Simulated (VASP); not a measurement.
# Cr in VASP: single point with PBE

Aim: the single point of Cr with PBE.

Program: VASP 6.6.1. These are calculated values, not measurements. Logs are shortened: lines on timing, memory, paths and dates and some standing lists are left out, and cuts for length are marked.

### 1 The cell of the first run

The typed cell holds 2 atoms: a = 2.726 Å, b = 2.726 Å, c = 4.194 Å, α = 97.17°, β = 97.17°, γ = 128.02°.

### 2 Single point, PBE, collinear spin, antiferromagnetic start

The input, INCAR:

```
PREC = Accurate
ENCUT = 500
EDIFF = 1E-6
ISMEAR = -1
SIGMA = 0.05
LREAL = False
LASPH = True
NELM = 200
ALGO = Normal
ISIF = 2
LWAVE = False
LCHARG = False
ISPIN = 2
MAGMOM = 1.5 -1.5
LORBIT = 11
LMAXMIX = 4
GGA = PE
NBANDS = 23
ISYM = 0
GGA_COMPAT = False
KPAR = 4
```

The input, KPOINTS:

```
Automatic mesh
0
Gamma
  14 14 10
```

The input, POSCAR:

```
Cr
1.0
   -1.7326124741      1.7325150544      1.1945672895
    1.7325150544     -1.7326124741      1.1945672895
    2.8429913755      2.8429913755     -1.1947457138
Cr
2
Direct
    0.9999698564      0.0000301436      0.0000000000
    0.7500301436      0.2499698564      0.5000000000
```

Potentials or basis: VASP PAW PBE potentials, release 64 (Cr_pv).

Launch:

```sh
$ cat potpaw_PBE.64/Cr_pv/POTCAR > POTCAR
$ mpirun -np 4 vasp_std > vasp.out
```

OUTCAR:

```text
PREC = Accurate
   ENCUT = 500
   EDIFF = 1E-6
   ISMEAR = -1
   LREAL = False
   LASPH = True
   NELM = 200
   ISIF = 2
   ISPIN = 2
   LORBIT = 11
   GGA = PE
   ISYM = 0

 ion  position               nearest neighbor table
   1  1.000  0.000  0.000-   2 2.43   2 2.43   2 2.43   2 2.43   2 2.96   2 2.96   2 2.96   2 2.96

   2  0.750  0.250  0.500-   1 2.43   1 2.43   1 2.43   1 2.43   1 2.96   1 2.96   1 2.96   1 2.96

IMPORTANT INFORMATION: All symmetrisations will be switched off!
NOSYMM: (Re-)initialisation of all symmetry stuff for point group C_1.

----------------------------------------------------------------------------------------

                                     Primitive cell

  volume of cell :      23.5357

  direct lattice vectors                    reciprocal lattice vectors
    -1.732612474  1.732515054  1.194567289    -0.056344646  0.232245021  0.418568776
     1.732515054 -1.732612474  1.194567289     0.232245021 -0.056344646  0.418568776
     2.842991376  2.842991376 -1.194745714     0.175874107  0.175874107  0.000014343

  length of vectors
     2.725902678  2.725902678  4.194355403     0.481987852  0.481987852  0.248723547

  position of ions in fractional coordinates (direct lattice)
     0.999969856  0.000030144  1.000000000
     0.750030144  0.249969856  0.500000000

  ion indices of the primitive-cell ions
   primitive index   ion index
                 1           1
                 2           2

----------------------------------------------------------------------------------------

 KPOINTS: Automatic mesh

Automatic generation of k-mesh.
 Grid dimensions read from file:
 generate k-points for:   14   14   10

 Generating k-lattice:

  Cartesian coordinates                     Fractional coordinates (reciprocal lattice)
    -0.004024618  0.016588930  0.029897770     0.071428571  0.000000000  0.000000000
     0.016588930 -0.004024618  0.029897770     0.000000000  0.071428571  0.000000000
     0.017587411  0.017587411  0.000001434     0.000000000  0.000000000  0.100000000

  Length of vectors
     0.034427704  0.034427704  0.024872355

  Shift w.r.t. Gamma in fractional coordinates (k-lattice)
     0.000000000  0.000000000  0.000000000

 Subroutine IBZKPT returns following result:
 ===========================================

 Found    984 irreducible k-points:

 Following reciprocal coordinates:
            Coordinates               Weight
  0.000000  0.000000  0.000000      1.000000
  0.071429  0.000000  0.000000      2.000000
 -0.000000 -0.071429  0.000000      2.000000
  0.142857  0.000000  0.000000      2.000000
 -0.000000 -0.142857  0.000000      2.000000
  0.214286  0.000000  0.000000      2.000000
[... 16 lines left out ...]
  0.357143  0.071429 -0.000000      2.000000
 -0.071429 -0.357143  0.000000      2.000000
 [... further k-points ...]
   k-points           NKPTS =    984   k-points in BZ     NKDIM =    984   number of bands    NBANDS=     23
   number of dos      NEDOS =    301   number of ions     NIONS =      2
   total plane-waves  NPLWV =  12800
   dimension x,y,z NGX =    20 NGY =   20 NGZ =   32
   dimension x,y,z NGXF=    40 NGYF=   40 NGZF=   64
   ions per type =               2
   NGX,Y,Z   is equivalent  to a cutoff of  12.20, 12.20, 12.68 a.u.
   NGXF,Y,Z  is equivalent  to a cutoff of  24.39, 24.39, 25.37 a.u.
 SYSTEM =  unknown system
   PREC   = accura    normal or accurate (medium, high low for compatibility)
   ISTART =      0    job   : 0-new  1-cont  2-samecut
   ICHARG =      2    charge: 1-file 2-atom 10-const
   ISPIN  =      2    spin polarized calculation?
   LNONCOLLINEAR =      F non collinear calculations
   LSORBIT =      F    spin-orbit coupling
   LASPH  =      T    aspherical Exc in radial PAW
   ENCUT  =  500.0 eV  36.75 Ry    6.06 a.u.   4.97  4.97  7.65*2*pi/ulx,y,z
   NELM   =    200;   NELMIN=  2; NELMDL= -5     # of ELM steps
   EDIFF  = 0.1E-05   stopping-criterion for ELM
   LREAL  =      F    real-space projection
   EDIFFG = 0.1E-04   stopping-criterion for IOM
   NSW    =      0    number of steps for IOM
   IBRION =     -1    ionic relax: 0-MD 1-quasi-New 2-CG
   NFREE  =      0    steps in history (QN), initial steepest desc. (CG)
   ISIF   =      2    stress and relaxation
   ISYM   =      0    0-nonsym 1-usesym 2-fastsym
   POTIM  = 0.5000    time-step for ionic-motion
   TEBEG  =    0.0;   TEEND  =   0.0 temperature during run
   PSTRESS=    0.0 pullay stress
   NELECT =      24.0000    total number of electrons
   NUPDOWN=      -1.0000    fix difference up-down
   EMIN   =  10.00;   EMAX   =-10.00  energy-range for DOS
   EFERMI =   0.00;   METHOD = LEGACY
   ISMEAR =    -1;   SIGMA  =   0.05  broadening in eV -4-tet -1-fermi 0-gaus
   EFERMI_NEDOS =   21; number of points for ismear=-14 and -15
   IALGO  =     38    algorithm
   IMIX   =      4    mixing-type and parameters
     AMIX     =   0.40;   BMIX     =  1.00
     AMIX_MAG =   1.60;   BMIX_MAG =  1.00
  volume/ion in A,a.u.               =      11.77        79.41
  Fermi-wavevector in a.u.,A,eV,Ry     =   1.647793  3.113877 36.942826  2.715221
  Thomas-Fermi vector in A             =   2.737192
   LORBIT       =     11    0 simple, 1 ext, 2 COOP (PROOUT), +10 PAW based schemes
   GGA     = PE    functional components
   LHFCALC =     F    Hartree Fock is set to
   AEXX    =    0.0000 exact exchange contribution
   IVDW    =     0    specifies the selected vdW correction
   LEPSILON=     F    determine dielectric tensor
   LRPA    =     F    only Hartree local field effects (RPA)
 spin polarized calculation
  energy-cutoff  :      500.00
  volume of cell :       23.54
 maximum number of plane-waves:       620
   NGX =  9   NGY =  9   NGZ = 15

 number of electron      24.0000004 magnetization       0.0000016

 number of electron      24.0000004 magnetization      -0.0000011

 Free energy of the ion-electron system (eV)
  ---------------------------------------------------
  ext. energy  EPLUGINS =         0.00000000
  ---------------------------------------------------
  free energy    TOTEN  =       -18.65389403 eV

  energy without entropy =      -18.64072012  energy(sigma->0) =      -18.64730708

 E-fermi :  10.5542     XC(G=0): -13.5452

 val. band max:       10.5504926641   @ k =  -0.1429   0.1429   0.0000
 cond. band min:      10.5554882184   @ k =  -0.2143  -0.2143   0.4000
 fundamental gap:      0.0049955544
 Fermi energy:        10.5542139359

 spin component 1

 k-point     1 :       0.0000    0.0000    0.0000
  band No.  band energies     occupation
      1     -32.8752      1.00000
      2     -32.3067      1.00000
      3     -32.0485      1.00000
      4     -31.9489      1.00000
      5     -31.9441      1.00000
      6     -31.8724      1.00000
[... 15 lines left out ...]
     22      26.8399      0.00000
     23      31.7774      0.00000

 k-point     2 :       0.0714    0.0000    0.0000
  band No.  band energies     occupation
      1     -32.8590      1.00000
      2     -32.3104      1.00000
      3     -32.0578      1.00000
      4     -31.9899      1.00000
      5     -31.9880      1.00000
      6     -31.8753      1.00000
[... 15 lines left out ...]
     22      26.9661      0.00000
     23      31.7920      0.00000

 k-point     3 :      -0.0000   -0.0714    0.0000
  band No.  band energies     occupation
      1     -32.8590      1.00000
      2     -32.3104      1.00000
      3     -32.0578      1.00000
      4     -31.9899      1.00000
      5     -31.9880      1.00000
      6     -31.8753      1.00000
[... 15 lines left out ...]
     22      26.9661      0.00000
     23      31.7920      0.00000
[... 495 lines left out ...]
 k-point    23 :       0.3571    0.0714   -0.0000
  band No.  band energies     occupation
      1     -32.8239      1.00000
      2     -32.7548      1.00000
      3     -32.5257      1.00000
      4     -32.3102      1.00000
      5     -32.1520      1.00000
      6     -31.9512      1.00000
[... 15 lines left out ...]
     22      24.5721      0.00000
     23      25.1619      0.00000

 k-point    24 :      -0.0714   -0.3571    0.0000
  band No.  band energies     occupation
      1     -32.8239      1.00000
      2     -32.7548      1.00000
      3     -32.5257      1.00000
      4     -32.3102      1.00000
      5     -32.1520      1.00000
      6     -31.9512      1.00000
[... 15 lines left out ...]
     22      24.5721      0.00000
     23      25.1619      0.00000

 [... further k-points ...]

 spin component 2

 k-point     1 :       0.0000    0.0000    0.0000
  band No.  band energies     occupation
      1     -32.8751      1.00000
      2     -32.3067      1.00000
      3     -32.0485      1.00000
      4     -31.9489      1.00000
      5     -31.9441      1.00000
      6     -31.8724      1.00000
[... 15 lines left out ...]
     22      26.8399      0.00000
     23      31.7774      0.00000

 k-point     2 :       0.0714    0.0000    0.0000
  band No.  band energies     occupation
      1     -32.8590      1.00000
      2     -32.3104      1.00000
      3     -32.0578      1.00000
      4     -31.9899      1.00000
      5     -31.9879      1.00000
      6     -31.8753      1.00000
[... 15 lines left out ...]
     22      26.9661      0.00000
     23      31.7920      0.00000

 k-point     3 :      -0.0000   -0.0714    0.0000
  band No.  band energies     occupation
      1     -32.8590      1.00000
      2     -32.3104      1.00000
      3     -32.0578      1.00000
      4     -31.9899      1.00000
      5     -31.9879      1.00000
      6     -31.8753      1.00000
[... 15 lines left out ...]
     22      26.9661      0.00000
     23      31.7920      0.00000
[... 495 lines left out ...]
 k-point    23 :       0.3571    0.0714   -0.0000
  band No.  band energies     occupation
      1     -32.8239      1.00000
      2     -32.7548      1.00000
      3     -32.5257      1.00000
      4     -32.3102      1.00000
      5     -32.1520      1.00000
      6     -31.9512      1.00000
[... 15 lines left out ...]
     22      24.5721      0.00000
     23      25.1619      0.00000

 k-point    24 :      -0.0714   -0.3571    0.0000
  band No.  band energies     occupation
      1     -32.8239      1.00000
      2     -32.7548      1.00000
      3     -32.5257      1.00000
      4     -32.3102      1.00000
      5     -32.1520      1.00000
      6     -31.9512      1.00000
[... 15 lines left out ...]
     22      24.5721      0.00000
     23      25.1619      0.00000

 [... further k-points ...]
[... 5 lines left out ...]
  --------------------------------------------------------------------------------------
  -------------------------------------------------------------------------------------
  Total       -0.0826779     -0.0826779     -0.0968146     -0.0154166     -0.0003407     -0.0003407
  in kB       -5.6282308     -5.6282308     -6.5905799     -1.0494745     -0.0231913     -0.0231911
  external PRESSURE =      -5.9490138 kB  Pullay stress =       0.0000000 kB

 VOLUME and BASIS-vectors are now :
 -----------------------------------------------------------------------------
  energy-cutoff  :      500.00
  volume of cell :       23.54
      direct lattice vectors                 reciprocal lattice vectors
    -1.732612474  1.732515054  1.194567289    -0.056344646  0.232245021  0.418568776
     1.732515054 -1.732612474  1.194567289     0.232245021 -0.056344646  0.418568776
     2.842991376  2.842991376 -1.194745714     0.175874107  0.175874107  0.000014343

 POSITION                                       TOTAL-FORCE (eV/Angst)
 -----------------------------------------------------------------------------------
     -1.73251      1.73241      1.19457        -0.000115      0.000115     -0.000000
      0.55506      2.28783      0.59719         0.000115     -0.000115      0.000000
 -----------------------------------------------------------------------------------
    total drift:                                0.000001     -0.000001      0.000000

  FREE ENERGIE OF THE ION-ELECTRON SYSTEM (eV)
  ---------------------------------------------------
  free  energy   TOTEN  =       -18.6538940350 eV

  energy  without entropy=      -18.6407201167  energy(sigma->0) =      -18.64730708

 total charge

# of ion       s       p       d       tot
------------------------------------------
    1        0.439   6.387   4.229  11.055
    2        0.439   6.387   4.229  11.055
--------------------------------------------------
tot          0.879  12.775   8.457  22.110

 magnetization (x)

# of ion       s       p       d       tot
------------------------------------------
    1        0.000   0.000   0.000   0.000
    2       -0.000  -0.000  -0.000  -0.000
--------------------------------------------------
tot         -0.000  -0.000   0.000   0.000
```

Wall time 5.4 min (4 MPI ranks of Oxide Virtual Turin-like, shared host); peak memory 0.67 GiB.

Results:

```yaml
Free_energy: -18.6539 eV
Pressure: -0.6 GPa
Band_gap_on_the_k_mesh: zero (filled and empty bands overlap)
Net_moment: 0.00 μB per cell
Valence_electrons_inside_the_program's_atomic_spheres: Cr 11.05
```

Stress tensor (GPa, compression positive):
```
-0.56 -0.10  0.00
-0.10 -0.56  0.00
 0.00  0.00 -0.66
```

Caveat: an empty level that is flat over the whole mesh can mark a ghost state of the potentials, or a narrow d or f band; the moments typed at the start vanished in this run.
